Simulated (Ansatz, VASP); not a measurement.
**TiAl3: VASP beside Ansatz**

```
Ti Al
1.0
     2.83968    0.00000    0.00000
     0.00000    4.68126    0.00000
     0.00000    0.00000    4.90074
Ti Al
1 3
Cartesian
  0.0000 2.3406 0.8131
  1.4198 2.3406 3.2701
  1.4198 0.0000 1.6217
  0.0000 0.0000 4.0965
```

Alike in both runs: task single point; functional r2SCAN; dispersion rVV10; k mesh 6 × 4 × 4; occupations gaussian, width 0.1 eV; no spin polarisation.

|  | VASP | Ansatz |
| --- | --- | --- |
| version | VASP 6.6.1 | Ansatz 0.2.0 |
| potentials or method | VASP PAW PBE potentials, release 64 (Ti_sv, Al), cutoff 520 eV | scalar-relativistic, plane waves, PAW |
| valence electrons in the cell | 21 | 21 |

|  | VASP | Ansatz | Ansatz less VASP |
| --- | --- | --- | --- |
| gap on the k mesh at the Fermi level (eV) | none | none | - |
| pressure (GPa) | -2.7 | -2.7 | +0.02 |
| traceless stress, the component that is largest in VASP (GPa) | 1.73 | 1.73 | -0.001 |
| rms of the force components (eV/Å) | 0.019 | 0.022 | +0.0025 |

VASP's potentials were made for PBE, not for r2SCAN. Atom by atom the forces differ by 0.004 eV/Å (rms over components). A gap of «none» marks a metal or a gap that the smearing closes.

The k mesh is coarse, so the values compare programs but aren't converged.
